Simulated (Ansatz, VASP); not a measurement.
## Two plane-wave programs on Pb

```
CELL_PARAMETERS angstrom
5.50125 0.00000 0.00000
-2.75063 4.76423 0.00000
0.00000 0.00000 3.34233
ATOMIC_POSITIONS crystal
Pb 0.00000 0.00000 0.00000
Pb 0.33333 0.66667 0.50000
Pb 0.66667 0.33333 0.50000
```

Alike in both runs: task single point; functional LDA; k mesh 8 × 8 × 11; occupations fermi-dirac, width 0.1 eV; no spin polarisation.

```csv
,VASP,Ansatz
version,VASP 6.6.1,Ansatz 0.2.0
potentials or method,"VASP PAW LDA potentials, release 64 (Pb_d), cutoff 520 eV","plane waves (420 eV) with PAW, scalar-relativistic"
valence electrons in the cell,42,42
```

Ansatz gave:

| Item | Value |
| --- | --- |
| pressure (GPa) | 0.1 |
| traceless stress, the component that is largest in VASP (GPa) | -0.84 |

Task: Which values does VASP return?

Result: Pressure (GPa): 0.2; traceless stress, the component that is largest in VASP (GPa): -0.86.

Ansatz warns that its potentials were made for another functional, while VASP's fit it. LDA's correlation is that of Perdew and Zunger in VASP and of Perdew and Wang (1992) in Ansatz.

Neither program's run includes spin-orbit coupling.
